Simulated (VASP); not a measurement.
Runs of VASP 6.6.1 on HfCl4F. The structure is that of space group F-43m (No. 216), or close to it. The cells are those of the table. 

```csv
task,cell,k mesh,cutoff (eV),gap on the mesh (eV),pressure (GPa),largest force (eV/Å)
single point,"a = 5.784 Å, angles 60.0°, 6 atoms",4 × 4 × 4,520,none,-7.0,(a)
single point,"a = 5.462 Å, angles 60.0°, 6 atoms",4 × 4 × 4,520,none,-0.4,0.03
relaxation of cell and atoms,"relaxed from a = 5.784 Å, angles 60.0°, 6 atoms",4 × 4 × 4,600,none,0.1,0.03
single point,"a = 5.465 Å, angles 60.0°, 6 atoms",8 × 8 × 8,520,none,-0.4,0.01
```

Alike in all rows: level PBE; potentials or basis VASP PAW PBE potentials, release 64 (Hf_pv, Cl, F); no spin polarisation; smearing gaussian 0.1 eV.

Problem. Fill in the values left out.

Solution. (a) 0.21.

Caveats: spin-orbit coupling is left out, which moves the levels of the heavy elements; an odd number of electrons without spin polarisation forces a metal; a magnetic or distorted state may lie lower.

A k mesh can miss the band edges, and the runs leave out spin-orbit coupling on Hf.

A gap of «none» marks levels without a gap at the run's occupations.
